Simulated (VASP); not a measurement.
# Sr (I4/mmm) in VASP: a series of runs

The runs below take Sr through single point, with LDA.

Everything below comes from runs of VASP 6.6.1. Logs are shortened: lines on timing, memory, paths and dates and some standing lists are left out, and cuts for length are marked.

## 1. The cell of the first run

It takes space group I4/mmm (No. 139, tetragonal). The conventional cell has a = 4.705 Å, b = 4.705 Å, c = 4.923 Å, α = 90.00°, β = 90.00°, γ = 90.00°. Sr (site symmetry 4/mmm) has 14 Sr at 4.14 to 4.92 Å within 5.4 Å.

## 2. Single point, LDA (strain -0.030 along x and y, +0.015 along z)

INCAR reads:

```
PREC = Accurate
ENCUT = 520
EDIFF = 1E-7
ISMEAR = 0
SIGMA = 0.15
LREAL = F
LASPH = T
NELM = 100
ALGO = Fast
ISIF = 2
LWAVE = F
LCHARG = F
GGA = CA
NBANDS = 11
```

KPOINTS reads:

```
regular mesh
0
Gamma
  14 14 14
```

POSCAR reads:

```
Sr
1.0
   -2.3522500000      2.3522500000      2.4613750000
    2.3522500000     -2.3522500000      2.4613750000
    2.3522500000      2.3522500000     -2.4613750000
Sr
1
Direct
    0.0000000000      0.0000000000      0.0000000000
```

Potentials or basis: VASP PAW LDA potentials, release 64 (Sr_sv).

The run is started by

```console
cat potpaw_LDA.64/Sr_sv/POTCAR > POTCAR
mpirun -np 1 vasp_std > vasp.out
```

OUTCAR:

```text
PREC = Accurate
   ENCUT = 520
   EDIFF = 1E-7
   ISMEAR = 0
   LREAL = F
   LASPH = T
   NELM = 100
   ISIF = 2
   GGA = CA

 ion  position               nearest neighbor table
   1  0.000  0.000  0.000-

  LATTYP: Found a body centered tetragonal cell.
 ALAT       =     4.7045000000
 C/A-ratio  =     1.0463917526

  Lattice vectors:

 A1 = (  -2.3522500000,   2.3522500000,   2.4613750000)
 A2 = (   2.3522500000,  -2.3522500000,   2.4613750000)
 A3 = (   2.3522500000,   2.3522500000,  -2.4613750000)

Analysis of symmetry for initial positions (statically):
=====================================================================
 Subroutine PRICEL returns:
 Original cell was already a primitive cell.

 Routine SETGRP: Setting up the symmetry group for a
 body centered tetragonal supercell.

 Subroutine GETGRP returns: Found 16 space group operations
 (whereof 16 operations were pure point group operations)
 out of a pool of 16 trial point group operations.

The static configuration has the point symmetry D_4h.

Analysis of symmetry for dynamics (positions and initial velocities):
=====================================================================
 Subroutine PRICEL returns:
 Original cell was already a primitive cell.

 Routine SETGRP: Setting up the symmetry group for a
 body centered tetragonal supercell.

 Subroutine GETGRP returns: Found 16 space group operations
 (whereof 16 operations were pure point group operations)
 out of a pool of 16 trial point group operations.

The dynamic configuration has the point symmetry D_4h.

 Subroutine INISYM returns: Found 16 space group operations
 (whereof 16 operations are pure point group operations),
 and found     1 'primitive' translations

----------------------------------------------------------------------------------------

                                     Primitive cell

  volume of cell :      54.4759

  direct lattice vectors                    reciprocal lattice vectors
    -2.352250000  2.352250000  2.461375000     0.000000000  0.212562440  0.203138490
     2.352250000 -2.352250000  2.461375000     0.212562440  0.000000000  0.203138490
     2.352250000  2.352250000 -2.461375000     0.212562440  0.212562440  0.000000000

  length of vectors
     4.138179191  4.138179191  4.138179191     0.294020470  0.294020470  0.300608686

  position of ions in fractional coordinates (direct lattice)
     0.000000000  0.000000000  0.000000000

  ion indices of the primitive-cell ions
   primitive index   ion index
                 1           1

----------------------------------------------------------------------------------------

 KPOINTS: regular mesh

Automatic generation of k-mesh.
 Grid dimensions read from file:
 generate k-points for:   14   14   14

 Generating k-lattice:

  Cartesian coordinates                     Fractional coordinates (reciprocal lattice)
     0.000000000  0.015183031  0.014509892     0.071428571  0.000000000  0.000000000
     0.015183031  0.000000000  0.014509892     0.000000000  0.071428571  0.000000000
     0.015183031  0.015183031  0.000000000     0.000000000  0.000000000  0.071428571

  Length of vectors
     0.021001462  0.021001462  0.021472049

  Shift w.r.t. Gamma in fractional coordinates (k-lattice)
     0.000000000  0.000000000  0.000000000

 Subroutine IBZKPT returns following result:
 ===========================================

 Found    244 irreducible k-points:

 Following reciprocal coordinates:
            Coordinates               Weight
  0.000000  0.000000  0.000000      1.000000
  0.071429 -0.000000  0.000000      8.000000
  0.142857  0.000000  0.000000      8.000000
  0.214286  0.000000  0.000000      8.000000
  0.285714 -0.000000  0.000000      8.000000
  0.357143  0.000000 -0.000000      8.000000
[... 16 lines left out ...]
  0.214286  0.142857  0.000000     16.000000
  0.285714  0.142857  0.000000     16.000000
 [... further k-points ...]
   k-points           NKPTS =    244   k-points in BZ     NKDIM =    244   number of bands    NBANDS=     11
   number of dos      NEDOS =    301   number of ions     NIONS =      1
   total plane-waves  NPLWV =  32768
   dimension x,y,z NGX =    32 NGY =   32 NGZ =   32
   dimension x,y,z NGXF=    64 NGYF=   64 NGZF=   64
   ions per type =               1
   NGX,Y,Z   is equivalent  to a cutoff of  12.86, 12.86, 12.86 a.u.
   NGXF,Y,Z  is equivalent  to a cutoff of  25.71, 25.71, 25.71 a.u.
 SYSTEM =  unknown system
   PREC   = accura    normal or accurate (medium, high low for compatibility)
   ISTART =      0    job   : 0-new  1-cont  2-samecut
   ICHARG =      2    charge: 1-file 2-atom 10-const
   ISPIN  =      1    spin polarized calculation?
   LNONCOLLINEAR =      F non collinear calculations
   LSORBIT =      F    spin-orbit coupling
   LASPH  =      T    aspherical Exc in radial PAW
   ENCUT  =  520.0 eV  38.22 Ry    6.18 a.u.   7.69  7.69  7.69*2*pi/ulx,y,z
   NELM   =    100;   NELMIN=  2; NELMDL= -5     # of ELM steps
   EDIFF  = 0.1E-06   stopping-criterion for ELM
   LREAL  =      F    real-space projection
   EDIFFG = 0.1E-05   stopping-criterion for IOM
   NSW    =      0    number of steps for IOM
   IBRION =     -1    ionic relax: 0-MD 1-quasi-New 2-CG
   NFREE  =      0    steps in history (QN), initial steepest desc. (CG)
   ISIF   =      2    stress and relaxation
   ISYM   =      2    0-nonsym 1-usesym 2-fastsym
   POTIM  = 0.5000    time-step for ionic-motion
   TEBEG  =    0.0;   TEEND  =   0.0 temperature during run
   PSTRESS=    0.0 pullay stress
   NELECT =      10.0000    total number of electrons
   NUPDOWN=      -1.0000    fix difference up-down
   EMIN   =  10.00;   EMAX   =-10.00  energy-range for DOS
   EFERMI =   0.00;   METHOD = LEGACY
   ISMEAR =     0;   SIGMA  =   0.15  broadening in eV -4-tet -1-fermi 0-gaus
   EFERMI_NEDOS =   21; number of points for ismear=-14 and -15
   IALGO  =     68    algorithm
   IMIX   =      4    mixing-type and parameters
     AMIX     =   0.40;   BMIX     =  1.00
     AMIX_MAG =   1.60;   BMIX_MAG =  1.00
  volume/ion in A,a.u.               =      54.48       367.62
  Fermi-wavevector in a.u.,A,eV,Ry     =   0.930408  1.758215 11.777996  0.865658
  Thomas-Fermi vector in A             =   2.056793
   LORBIT       =      0    0 simple, 1 ext, 2 COOP (PROOUT), +10 PAW based schemes
   GGA     = CA    functional components
   LHFCALC =     F    Hartree Fock is set to
   AEXX    =    0.0000 exact exchange contribution
   IVDW    =     0    specifies the selected vdW correction
   LEPSILON=     F    determine dielectric tensor
   LRPA    =     F    only Hartree local field effects (RPA)
 non-spin polarized calculation
 RMM-DIIS sequential band-by-band and
 Gauss-broadening in eV      SIGMA  =   0.15
  energy-cutoff  :      520.00
  volume of cell :       54.48
 maximum number of plane-waves:      1489
   NGX = 15   NGY = 15   NGZ = 15

 number of electron      10.0000000 magnetization

 Free energy of the ion-electron system (eV)
  ---------------------------------------------------
  ext. energy  EPLUGINS =         0.00000000
  ---------------------------------------------------
  free energy    TOTEN  =        -1.87062569 eV

  energy without entropy =       -1.85829171  energy(sigma->0) =       -1.86445870

 E-fermi :   1.4523     XC(G=0):  -7.5855

 val. band max:        1.4428002971   @ k =  -0.4286  -0.4286   0.4286
 cond. band min:       1.4544179720   @ k =  -0.2857   0.5000   0.2857
 fundamental gap:      0.0116176749
 Fermi energy:         1.4522839631

 k-point     1 :       0.0000    0.0000    0.0000
  band No.  band energies     occupation
      1     -34.9871      2.00000
      2     -16.9672      2.00000
      3     -16.9672      2.00000
      4     -16.9646      2.00000
      5      -2.2178      2.00000
      6       3.6436      0.00000
      7       3.6436      0.00000
      8       3.8976      0.00000
      9       4.8936      0.00000
     10       5.2505      0.00000
     11       9.3874      0.00000

 k-point     2 :       0.0714   -0.0000    0.0000
  band No.  band energies     occupation
      1     -34.9863      2.00000
      2     -16.9769      2.00000
      3     -16.9706      2.00000
      4     -16.9656      2.00000
      5      -2.1305      2.00000
      6       3.5986      0.00000
      7       3.6340      0.00000
      8       3.9191      0.00000
      9       4.8082      0.00000
     10       5.2121      0.00000
     11       9.5682      0.00000

 k-point     3 :       0.1429    0.0000    0.0000
  band No.  band energies     occupation
      1     -34.9840      2.00000
      2     -17.0069      2.00000
      3     -16.9800      2.00000
      4     -16.9655      2.00000
      5      -1.8749      2.00000
      6       3.4048      0.00000
      7       3.4947      0.00000
      8       4.1211      0.00000
      9       4.6757      0.00000
     10       5.1641      0.00000
     11       9.8069      0.00000

 k-point     4 :       0.2143    0.0000    0.0000
  band No.  band energies     occupation
      1     -34.9808      2.00000
      2     -17.0499      2.00000
      3     -16.9935      2.00000
      4     -16.9653      2.00000
      5      -1.4705      2.00000
      6       3.0314      0.00000
      7       3.2665      0.00000
      8       4.5176      0.00000
      9       4.6772      0.00000
     10       5.1584      0.00000
     11       9.5179      0.00000

 k-point     5 :       0.2857   -0.0000    0.0000
  band No.  band energies     occupation
      1     -34.9771      2.00000
      2     -17.0969      2.00000
      3     -17.0085      2.00000
      4     -16.9650      2.00000
      5      -0.9526      2.00000
      6       2.5945      0.00000
      7       3.0353      0.00000
      8       4.7638      0.00000
      9       5.0644      0.00000
     10       5.2186      0.00000
     11       8.6692      0.00000
[... 211 lines left out ...]
 k-point    21 :      -0.0714    0.0714    0.0000
  band No.  band energies     occupation
      1     -34.9863      2.00000
      2     -16.9779      2.00000
      3     -16.9683      2.00000
      4     -16.9675      2.00000
      5      -2.1264      2.00000
      6       3.5579      0.00000
      7       3.7295      0.00000
      8       3.8389      0.00000
      9       4.8996      0.00000
     10       5.1306      0.00000
     11       9.6261      0.00000

 k-point    22 :       0.1429    0.1429    0.0000
  band No.  band energies     occupation
      1     -34.9791      2.00000
      2     -17.0667      2.00000
      3     -16.9967      2.00000
      4     -16.9732      2.00000
      5      -1.2485      2.00000
      6       2.8792      0.00000
      7       3.1337      0.00000
      8       4.5398      0.00000
      9       4.7747      0.00000
     10       5.3090      0.00000
     11       9.0872      0.00000

 k-point    23 :       0.2143    0.1429    0.0000
  band No.  band energies     occupation
      1     -34.9759      2.00000
      2     -17.1027      2.00000
      3     -17.0138      2.00000
      4     -16.9755      2.00000
      5      -0.7440      2.00000
      6       2.5168      0.00000
      7       2.9051      0.00000
      8       4.6449      0.00000
      9       5.1899      0.00000
     10       5.4232      0.00000
     11       8.2967      0.00000

 k-point    24 :       0.2857    0.1429    0.0000
  band No.  band energies     occupation
      1     -34.9729      2.00000
      2     -17.1340      2.00000
      3     -17.0313      2.00000
      4     -16.9768      2.00000
      5      -0.1737      2.00000
      6       2.1635      0.00000
      7       2.7160      0.00000
      8       4.7601      0.00000
      9       5.2572      0.00000
     10       5.9424      0.00000
     11       7.5991      0.00000

 [... further k-points ...]

------------------------ aborting loop because EDIFF is reached ----------------------------------------

  FORCE on cell =-STRESS in cart. coord.  units (eV):
  Direction    XX          YY          ZZ          XY          YZ          ZX
  --------------------------------------------------------------------------------------
  -------------------------------------------------------------------------------------
  Total       -0.4904014     -0.4904014     -0.5093546      0.0000000      0.0000000      0.0000000
  in kB      -14.4230654    -14.4230654    -14.9804909      0.0000000      0.0000000      0.0000000
  external PRESSURE =     -14.6088739 kB  Pullay stress =       0.0000000 kB

 VOLUME and BASIS-vectors are now :
 -----------------------------------------------------------------------------
  energy-cutoff  :      520.00
  volume of cell :       54.48
      direct lattice vectors                 reciprocal lattice vectors
    -2.352250000  2.352250000  2.461375000     0.000000000  0.212562440  0.203138490
     2.352250000 -2.352250000  2.461375000     0.212562440  0.000000000  0.203138490
     2.352250000  2.352250000 -2.461375000     0.212562440  0.212562440  0.000000000

 POSITION                                       TOTAL-FORCE (eV/Angst)
 -----------------------------------------------------------------------------------
      0.00000      0.00000      0.00000        -0.000000      0.000000     -0.000000
 -----------------------------------------------------------------------------------
    total drift:                                0.000000      0.000000     -0.000000

  FREE ENERGIE OF THE ION-ELECTRON SYSTEM (eV)
  ---------------------------------------------------
  free  energy   TOTEN  =        -1.8706256930 eV

  energy  without entropy=       -1.8582917134  energy(sigma->0) =       -1.86445870
```

Run time: 2.1 min. Hardware: 1 thread of AMD EPYC 7R13 (Zen 3), shared host; peak memory 0.23 GiB.

Results:

```yaml
Free_energy: -1.8706 eV
Pressure: -1.5 GPa
Band_gap_on_the_k_mesh: zero (bands 5 and 6 overlap by 0.36 eV)
```

Caveat: the cell differs from its parent crystal (strain -0.030 along x and y, +0.015 along z).

## 3. Single point, LDA (strain -0.030 along x and y, +0.030 along z)

INCAR reads:

```
SYSTEM = Sr
  ALGO = Fast
  EDIFF = 1E-7
  ENCUT = 520
  GGA = CA
  ISIF = 2
  ISMEAR = 0
  LASPH = .True.
  LCHARG = .True.
  LELF = .True.
  LREAL = .False.
  LVHAR = .True.
  LWAVE = .False.
  NBANDS = 11
  NELM = 80
  PREC = Accurate
  SIGMA = 0.15
```

KPOINTS reads:

```
k-points
0
Gamma
  14 14 14
  0 0 0
```

POSCAR reads:

```
Sr
1.0
   -2.3522500000      2.3522500000      2.4977500000
    2.3522500000     -2.3522500000      2.4977500000
    2.3522500000      2.3522500000     -2.4977500000
Sr
1
Direct
    0.0000000000      0.0000000000      0.0000000000
```

Potentials or basis: VASP PAW LDA potentials, release 64 (Sr_sv).

The run is started by

```console
cat potpaw_LDA.64/Sr_sv/POTCAR > POTCAR
mpirun -np 1 vasp_std > vasp.out
```

OUTCAR:

```text
SYSTEM = Sr
   EDIFF = 1E-7
   ENCUT = 520
   GGA = CA
   ISIF = 2
   ISMEAR = 0
   LASPH = .True.
   LREAL = .False.
   NELM = 80
   PREC = Accurate

 ion  position               nearest neighbor table
   1  0.000  0.000  0.000-

  LATTYP: Found a body centered tetragonal cell.
 ALAT       =     4.7045000000
 C/A-ratio  =     1.0618556701

  Lattice vectors:

 A1 = (  -2.3522500000,   2.3522500000,   2.4977500000)
[... 514 lines left out ...]
      8       4.6585      0.00000
      9       5.1227      0.00000
     10       5.8623      0.00000
     11       7.4537      0.00000

 [... further k-points ...]

------------------------ aborting loop because EDIFF is reached ----------------------------------------

  FORCE on cell =-STRESS in cart. coord.  units (eV):
  Direction    XX          YY          ZZ          XY          YZ          ZX
  --------------------------------------------------------------------------------------
  -------------------------------------------------------------------------------------
  Total       -0.5384336     -0.5384336     -0.5528760      0.0000000      0.0000000     -0.0000000
  in kB      -15.6051102    -15.6051102    -16.0236849      0.0000000      0.0000000     -0.0000000
  external PRESSURE =     -15.7446351 kB  Pullay stress =       0.0000000 kB

 VOLUME and BASIS-vectors are now :
 -----------------------------------------------------------------------------
  energy-cutoff  :      520.00
  volume of cell :       55.28
      direct lattice vectors                 reciprocal lattice vectors
    -2.352250000  2.352250000  2.497750000     0.000000000  0.212562440  0.200180162
     2.352250000 -2.352250000  2.497750000     0.212562440  0.000000000  0.200180162
     2.352250000  2.352250000 -2.497750000     0.212562440  0.212562440  0.000000000

 POSITION                                       TOTAL-FORCE (eV/Angst)
 -----------------------------------------------------------------------------------
      0.00000      0.00000      0.00000        -0.000000      0.000000      0.000000
 -----------------------------------------------------------------------------------
    total drift:                                0.000000      0.000000     -0.000000

  FREE ENERGIE OF THE ION-ELECTRON SYSTEM (eV)
  ---------------------------------------------------
  free  energy   TOTEN  =        -1.8628698205 eV

  energy  without entropy=       -1.8501133830  energy(sigma->0) =       -1.85649160
```

stdout:

```text
POSCAR found type information on POSCAR Sr
 POSCAR found :  1 types and       1 ions
 scaLAPACK will be used
 LDA part: xc-table for (Slater(with rela. corr.)+CA(PZ))
 , standard interpolation
 POSCAR, INCAR and KPOINTS ok, starting setup
 FFT: planning ... GRIDC
 FFT: planning ... GRID_SOFT
 FFT: planning ... GRID
[... 15 lines left out ...]
WARNING in EDDRMM: call to ZHEGV failed, returncode =   6  3      5
WARNING in EDDRMM: call to ZHEGV failed, returncode =   6  3      8
WARNING in EDDRMM: call to ZHEGV failed, returncode =   6  3      9
WARNING in EDDRMM: call to ZHEGV failed, returncode =   6  3      8
WARNING in EDDRMM: call to ZHEGV failed, returncode =   6  3      5
WARNING in EDDRMM: call to ZHEGV failed, returncode =   6  3      8
WARNING in EDDRMM: call to ZHEGV failed, returncode =   8  4      6
WARNING in EDDRMM: call to ZHEGV failed, returncode =   6  3      7
WARNING in EDDRMM: call to ZHEGV failed, returncode =   6  3      8
WARNING in EDDRMM: call to ZHEGV failed, returncode =   6  3      7
```

Wall time 2.9 min (1 thread of AMD EPYC 7R13 (Zen 3), shared host); peak memory 0.24 GiB.

What came out:

- Free energy: -1.8629 eV
- Pressure: -1.6 GPa
- Band gap on the k mesh: zero (bands 5 and 6 overlap by 0.33 eV)

Caveat: the cell differs from its parent crystal (strain -0.030 along x and y, +0.030 along z).

The gap in the log of VASP goes by the Fermi energy; the results here count the filled bands.